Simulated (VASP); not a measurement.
# LiSi2 in VASP: notebook

Aim: see how the results for LiSi2 move with the level of theory and the settings. Levels: PBE, r2SCAN. Tasks: single point.

Program: VASP 6.6.1. These are calculated values, not measurements. Logs are shortened: lines on timing, memory, paths and dates and some standing lists are left out, and cuts for length are marked.

### Step 1. The cell of the first run

Symmetry: P6_3/mmc, No. 194, hexagonal system. The conventional cell has a = 4.281 Å, b = 4.281 Å, c = 5.646 Å, α = 90.00°, β = 90.00°, γ = 120.00°. Li (site symmetry -6m2) has 12 Si at 2.76 to 2.95 Å and 2 Li at 2.82 Å within 3.6 Å. Within 3.2 Å of Si (site symmetry 3m) lie 4 Si at 2.44 to 2.50 Å and 6 Li at 2.76 to 2.95 Å.

### Step 2. Single point, PBE

The input, INCAR:

```
SYSTEM = LiSi2
PREC = Accurate ; ENCUT = 520
EDIFF = 1E-7 ; ISMEAR = 0
SIGMA = 0.1 ; LREAL = .False.
LASPH = .True. ; NELM = 60
ALGO = Normal ; ISIF = 2
LWAVE = .False. ; LCHARG = .False.
GGA = PE ; NBANDS = 20
```

The input, KPOINTS:

```
regular mesh
0
Gamma
  12 12 8
  0 0 0
```

The input, POSCAR:

```
LiSi2
1.0
    4.2808800901     -0.0000000289      0.0000000000
   -2.1404400200      3.7073509230      0.0000000000
    0.0000000000      0.0000000000      5.6461620000
Li Si
2 4
Direct
    0.0000000000      0.0000000000      0.2500000000
    0.0000000000      0.0000000000      0.7500000000
    0.6666666667      0.3333333333      0.0341210000
    0.3333333333      0.6666666667      0.5341210000
    0.6666666667      0.3333333333      0.4658790000
    0.3333333333      0.6666666667      0.9658790000
```

Potentials or basis: VASP PAW PBE potentials, release 64 (Li_sv, Si).

Run with:

```console
$ cat potpaw_PBE.64/Li_sv/POTCAR potpaw_PBE.64/Si/POTCAR > POTCAR
$ mpirun -np 1 vasp_std > vasp.out
```

OUTCAR:

```text
SYSTEM = LiSi2
   PREC = Accurate
   ENCUT = 520
   EDIFF = 1E-7
   ISMEAR = 0
   LREAL = .False.
   LASPH = .True.
   NELM = 60
   ISIF = 2
   GGA = PE

 ion  position               nearest neighbor table
   1  0.000  0.000  0.250-   3 2.76   5 2.76   3 2.76   5 2.76   3 2.76   5 2.76
   2  0.000  0.000  0.750-   4 2.76   6 2.76   4 2.76   6 2.76   4 2.76   6 2.76
   3  0.667  0.333  0.034-   5 2.44   6 2.50   6 2.50   6 2.50   1 2.76   1 2.76   1 2.76
   4  0.333  0.667  0.534-   6 2.44   5 2.50   5 2.50   5 2.50   2 2.76   2 2.76   2 2.76
   5  0.667  0.333  0.466-   3 2.44   4 2.50   4 2.50   4 2.50   1 2.76   1 2.76   1 2.76
   6  0.333  0.667  0.966-   4 2.44   3 2.50   3 2.50   3 2.50   2 2.76   2 2.76   2 2.76

  LATTYP: Found a hexagonal cell.
 ALAT       =     4.2808800901
 C/A-ratio  =     1.3189255203

  Lattice vectors:

 A1 = (   4.2808800901,  -0.0000000289,   0.0000000000)
 A2 = (  -2.1404400200,   3.7073509230,   0.0000000000)
 A3 = (   0.0000000000,   0.0000000000,   5.6461620000)

Analysis of symmetry for initial positions (statically):
=====================================================================
 Subroutine PRICEL returns:
 Original cell was already a primitive cell.

 Routine SETGRP: Setting up the symmetry group for a
 hexagonal supercell.

 Subroutine GETGRP returns: Found 24 space group operations
 (whereof 12 operations were pure point group operations)
 out of a pool of 24 trial point group operations.

The static configuration has the point symmetry D_3d.
 The point group associated with its full space group is D_6h.

Analysis of symmetry for dynamics (positions and initial velocities):
=====================================================================
 Subroutine PRICEL returns:
 Original cell was already a primitive cell.

 Routine SETGRP: Setting up the symmetry group for a
 hexagonal supercell.

 Subroutine GETGRP returns: Found 24 space group operations
 (whereof 12 operations were pure point group operations)
 out of a pool of 24 trial point group operations.

The dynamic configuration has the point symmetry D_3d.
 The point group associated with its full space group is D_6h.

 Subroutine INISYM returns: Found 24 space group operations
 (whereof 12 operations are pure point group operations),
 and found     1 'primitive' translations

----------------------------------------------------------------------------------------

                                     Primitive cell

  volume of cell :      89.6087

  direct lattice vectors                    reciprocal lattice vectors
     4.280880090 -0.000000029  0.000000000     0.233596827  0.134867189  0.000000000
    -2.140440020  3.707350923  0.000000000     0.000000002  0.269734380  0.000000000
     0.000000000  0.000000000  5.646162000     0.000000000  0.000000000  0.177111461

  length of vectors
     4.280880090  4.280880090  5.646162000     0.269734380  0.269734380  0.177111461

  position of ions in fractional coordinates (direct lattice)
     0.000000000  0.000000000  0.250000000
     0.000000000  0.000000000  0.750000000
     0.666666667  0.333333333  0.034121000
     0.333333333  0.666666667  0.534121000
     0.666666667  0.333333333  0.465879000
     0.333333333  0.666666667  0.965879000

  ion indices of the primitive-cell ions
   primitive index   ion index
                 1           1
                 2           2
                 3           3
                 4           4
                 5           5
                 6           6

----------------------------------------------------------------------------------------

 KPOINTS: regular mesh

Automatic generation of k-mesh.
 Grid dimensions read from file:
 generate k-points for:   12   12    8

 Generating k-lattice:

  Cartesian coordinates                     Fractional coordinates (reciprocal lattice)
     0.019466402  0.011238932  0.000000000     0.083333333  0.000000000  0.000000000
     0.000000000  0.022477865  0.000000000     0.000000000  0.083333333  0.000000000
     0.000000000  0.000000000  0.022138933     0.000000000  0.000000000  0.125000000

  Length of vectors
     0.022477865  0.022477865  0.022138933

  Shift w.r.t. Gamma in fractional coordinates (k-lattice)
     0.000000000  0.000000000  0.000000000

 Subroutine IBZKPT returns following result:
 ===========================================

 Found     95 irreducible k-points:

 Following reciprocal coordinates:
            Coordinates               Weight
  0.000000  0.000000  0.000000      1.000000
  0.083333  0.000000  0.000000      6.000000
  0.166667 -0.000000  0.000000      6.000000
  0.250000  0.000000  0.000000      6.000000
  0.333333  0.000000  0.000000      6.000000
  0.416667  0.000000  0.000000      6.000000
[... 16 lines left out ...]
  0.250000  0.000000  0.125000     12.000000
  0.333333  0.000000  0.125000     12.000000
 [... further k-points ...]
   k-points           NKPTS =     95   k-points in BZ     NKDIM =     95   number of bands    NBANDS=     20
   number of dos      NEDOS =    301   number of ions     NIONS =      6
   total plane-waves  NPLWV =  43008
   dimension x,y,z NGX =    32 NGY =   32 NGZ =   42
   dimension x,y,z NGXF=    64 NGYF=   64 NGZF=   84
   ions per type =               2   4
   NGX,Y,Z   is equivalent  to a cutoff of  12.43, 12.43, 12.37 a.u.
   NGXF,Y,Z  is equivalent  to a cutoff of  24.85, 24.85, 24.73 a.u.
 SYSTEM =  LiSi2
   PREC   = accura    normal or accurate (medium, high low for compatibility)
   ISTART =      0    job   : 0-new  1-cont  2-samecut
   ICHARG =      2    charge: 1-file 2-atom 10-const
   ISPIN  =      1    spin polarized calculation?
   LNONCOLLINEAR =      F non collinear calculations
   LSORBIT =      F    spin-orbit coupling
   LASPH  =      T    aspherical Exc in radial PAW
   ENCUT  =  520.0 eV  38.22 Ry    6.18 a.u.   7.96  7.96 10.50*2*pi/ulx,y,z
   NELM   =     60;   NELMIN=  2; NELMDL= -5     # of ELM steps
   EDIFF  = 0.1E-06   stopping-criterion for ELM
   LREAL  =      F    real-space projection
   EDIFFG = 0.1E-05   stopping-criterion for IOM
   NSW    =      0    number of steps for IOM
   IBRION =     -1    ionic relax: 0-MD 1-quasi-New 2-CG
   NFREE  =      0    steps in history (QN), initial steepest desc. (CG)
   ISIF   =      2    stress and relaxation
   ISYM   =      2    0-nonsym 1-usesym 2-fastsym
   POTIM  = 0.5000    time-step for ionic-motion
   TEBEG  =    0.0;   TEEND  =   0.0 temperature during run
   PSTRESS=    0.0 pullay stress
   NELECT =      22.0000    total number of electrons
   NUPDOWN=      -1.0000    fix difference up-down
   EMIN   =  10.00;   EMAX   =-10.00  energy-range for DOS
[... 5 lines left out ...]
     AMIX     =   0.40;   BMIX     =  1.00
     AMIX_MAG =   1.60;   BMIX_MAG =  1.00
  volume/ion in A,a.u.               =      14.93       100.78
  Fermi-wavevector in a.u.,A,eV,Ry     =   1.025099  1.937156 14.297375  1.050827
  Thomas-Fermi vector in A             =   2.158921
   LORBIT       =      0    0 simple, 1 ext, 2 COOP (PROOUT), +10 PAW based schemes
   GGA     = PE    functional components
   LHFCALC =     F    Hartree Fock is set to
[... 5 lines left out ...]
 Gauss-broadening in eV      SIGMA  =   0.10
  energy-cutoff  :      520.00
  volume of cell :       89.61
 maximum number of plane-waves:      2433
 NGX is ok and might be reduce to    32
   NGX = 15   NGY = 15   NGZ = 21

 number of electron      22.0000022 magnetization

 Free energy of the ion-electron system (eV)
  ---------------------------------------------------
  ext. energy  EPLUGINS =         0.00000000
  ---------------------------------------------------
  free energy    TOTEN  =       -25.74760265 eV

  energy without entropy =      -25.74189747  energy(sigma->0) =      -25.74475006

 E-fermi :   7.0286     XC(G=0):  -9.9847

 val. band max:        7.0139886421   @ k =   0.4167   0.0000   0.2500
 cond. band min:       7.0320664678   @ k =   0.5000   0.0000   0.3750
 fundamental gap:      0.0180778257
 Fermi energy:         7.0286214708

 k-point     1 :       0.0000    0.0000    0.0000
  band No.  band energies     occupation
      1     -39.6345      2.00000
      2     -39.6188      2.00000
      3      -5.2599      2.00000
      4      -2.1136      2.00000
      5       0.2470      2.00000
      6       3.7707      2.00000
[... 12 lines left out ...]
     19      11.4459      0.00000
     20      11.5878      0.00000

 k-point     2 :       0.0833    0.0000    0.0000
  band No.  band energies     occupation
      1     -39.6345      2.00000
      2     -39.6188      2.00000
      3      -5.2007      2.00000
      4      -2.0462      2.00000
      5       0.2324      2.00000
      6       2.8796      2.00000
[... 12 lines left out ...]
     19      11.5076      0.00000
     20      11.8544      0.00000

 k-point     3 :       0.1667   -0.0000    0.0000
  band No.  band energies     occupation
      1     -39.6344      2.00000
      2     -39.6188      2.00000
      3      -5.0246      2.00000
      4      -1.8450      2.00000
      5       0.1046      2.00000
      6       1.9947      2.00000
[... 12 lines left out ...]
     19      11.6924      0.00000
     20      12.4170      0.00000

 k-point     4 :       0.2500    0.0000    0.0000
  band No.  band energies     occupation
      1     -39.6343      2.00000
      2     -39.6188      2.00000
      3      -4.7380      2.00000
      4      -1.5147      2.00000
      5      -0.3607      2.00000
      6       1.5973      2.00000
[... 429 lines left out ...]
 k-point    23 :       0.2500    0.0000    0.1250
  band No.  band energies     occupation
      1     -39.6337      2.00000
      2     -39.6194      2.00000
      3      -4.6730      2.00000
      4      -1.8812      2.00000
      5      -0.1174      2.00000
      6       1.8931      2.00000
[... 12 lines left out ...]
     19      11.7665      0.00000
     20      13.5273      0.00000

 k-point    24 :       0.3333    0.0000    0.1250
  band No.  band energies     occupation
      1     -39.6337      2.00000
      2     -39.6193      2.00000
      3      -4.2937      2.00000
      4      -1.5493      2.00000
      5      -0.8133      2.00000
      6       1.9223      2.00000
[... 12 lines left out ...]
     19      12.6626      0.00000
     20      14.0257      0.00000

 [... further k-points ...]
[... 5 lines left out ...]
  --------------------------------------------------------------------------------------
  -------------------------------------------------------------------------------------
  Total       -0.0575818     -0.0575818     -0.0480187     -0.0000000      0.0000000      0.0000000
  in kB       -1.0295459     -1.0295459     -0.8585605     -0.0000000      0.0000000      0.0000000
  external PRESSURE =      -0.9725508 kB  Pullay stress =       0.0000000 kB

 VOLUME and BASIS-vectors are now :
 -----------------------------------------------------------------------------
  energy-cutoff  :      520.00
  volume of cell :       89.61
      direct lattice vectors                 reciprocal lattice vectors
     4.280880090 -0.000000029  0.000000000     0.233596827  0.134867189  0.000000000
    -2.140440020  3.707350923  0.000000000     0.000000002  0.269734380  0.000000000
     0.000000000  0.000000000  5.646162000     0.000000000  0.000000000  0.177111461

 POSITION                                       TOTAL-FORCE (eV/Angst)
 -----------------------------------------------------------------------------------
      0.00000      0.00000      1.41154        -0.000000     -0.000000     -0.000000
      0.00000      0.00000      4.23462        -0.000000      0.000000      0.000000
      2.14044      1.23578      0.19265        -0.000000     -0.000000      0.004691
      0.00000      2.47157      3.01573         0.000000      0.000000      0.004691
      2.14044      1.23578      2.63043         0.000000     -0.000000     -0.004691
      0.00000      2.47157      5.45351        -0.000000      0.000000     -0.004691
 -----------------------------------------------------------------------------------
    total drift:                               -0.000000      0.000000      0.000000

  FREE ENERGIE OF THE ION-ELECTRON SYSTEM (eV)
  ---------------------------------------------------
  free  energy   TOTEN  =       -25.7476026464 eV

  energy  without entropy=      -25.7418974735  energy(sigma->0) =      -25.74475006
```

Run time: 3.5 min. Hardware: 1 thread of Oxide Virtual Turin-like, shared host; peak memory 0.24 GiB.

Results:

```
Free energy            : -25.7476 eV
Largest force          : 0.005 eV/Å
Band gap on the k mesh : zero (band 11 reaches 9.04 eV, above the bottom of band 12 at 5.96 eV)
```

Forces in eV/Å, atoms in the order of the input:
```
Li   0.000  0.000  0.000
Li   0.000  0.000  0.000
Si   0.000  0.000  0.005
Si   0.000  0.000  0.005
Si   0.000  0.000 -0.005
Si   0.000  0.000 -0.005
```

Caveat: the cutoff is under 1.25 times the usual one of these potentials, so pressure, stress and relaxed cells hold a basis-set (Pulay) error.

### Step 3. Single point, PBE

This run uses another cell than the first one, of 14.99 Å³/atom, 1.004 times its volume.

The input, INCAR:

```
SYSTEM = LiSi2
ALGO = Normal
EDIFF = 1E-6
ENCUT = 520
GGA = PE
ISIF = 2
ISMEAR = -1
LASPH = .True.
LCHARG = .False.
LREAL = .False.
LWAVE = .False.
NBANDS = 20
NELM = 60
PREC = Accurate
SIGMA = 0.15
```

The input, KPOINTS:

```
k-points
0
Gamma
  12 12 8
  0 0 0
```

The input, POSCAR:

```
LiSi2
1.0
    4.2773424103     -0.0000000289      0.0000000000
   -2.1386711801      3.7042872025      0.0000000000
    0.0000000000      0.0000000000      5.6778266327
Li Si
2 4
Direct
    0.0000000000      0.0000000000      0.2500000000
    0.0000000000      0.0000000000      0.7500000000
    0.6666666667      0.3333333333      0.0352925183
    0.3333333333      0.6666666667      0.5352925183
    0.6666666667      0.3333333333      0.4647074817
    0.3333333333      0.6666666667      0.9647074817
```

Potentials or basis: VASP PAW PBE potentials, release 64 (Li_sv, Si).

Run with:

```console
$ cat potpaw_PBE.64/Li_sv/POTCAR potpaw_PBE.64/Si/POTCAR > POTCAR
$ mpirun -np 1 vasp_std > vasp.out
```

Wall time 3.5 min (1 thread of Oxide Virtual Turin-like, shared host); peak memory 0.23 GiB.

The run converged. Its results:

```
Free energy            : -25.7965 eV
Largest force          : 0.004 eV/Å
Band gap on the k mesh : zero (band 11 reaches 8.99 eV, above the bottom of band 12 at 5.95 eV)
```

Forces on the atoms (eV/Å):
```
Li   0.000  0.000  0.000
Li   0.000  0.000  0.000
Si   0.000  0.000  0.004
Si   0.000  0.000  0.004
Si   0.000  0.000 -0.004
Si   0.000  0.000 -0.004
```

Levels at points of the mesh, in eV from the Fermi level:
| k point | band 7 | band 8 | band 9 | band 10 | band 11 | band 12 | band 13 | band 14 | band 15 | band 16 |
| --- | --- | --- | --- | --- | --- | --- | --- | --- | --- | --- |
| (0.00, 0.00, 0.00) | -3.22 | -2.72 | -0.88 | -0.88 | -0.81 | -0.81 | -0.07 | 1.03 | 2.59 | 2.59 |
| (0.50, 0.00, 0.00) | -5.06 | -4.74 | -3.23 | -1.98 | -1.90 | 0.23 | 1.51 | 3.57 | 5.35 | 5.81 |
| (0.00, 0.00, 0.50) | -2.35 | -2.35 | -2.35 | -2.35 | -1.04 | -1.04 | 0.29 | 0.29 | 0.29 | 0.29 |
| (0.50, 0.00, 0.50) | -3.78 | -3.78 | -2.05 | -2.05 | -0.37 | -0.37 | 1.60 | 1.60 | 4.85 | 4.85 |

Caveat: the cutoff is under 1.25 times the usual one of these potentials, so pressure, stress and relaxed cells hold a basis-set (Pulay) error.

(Continued in part 2 of 3.)
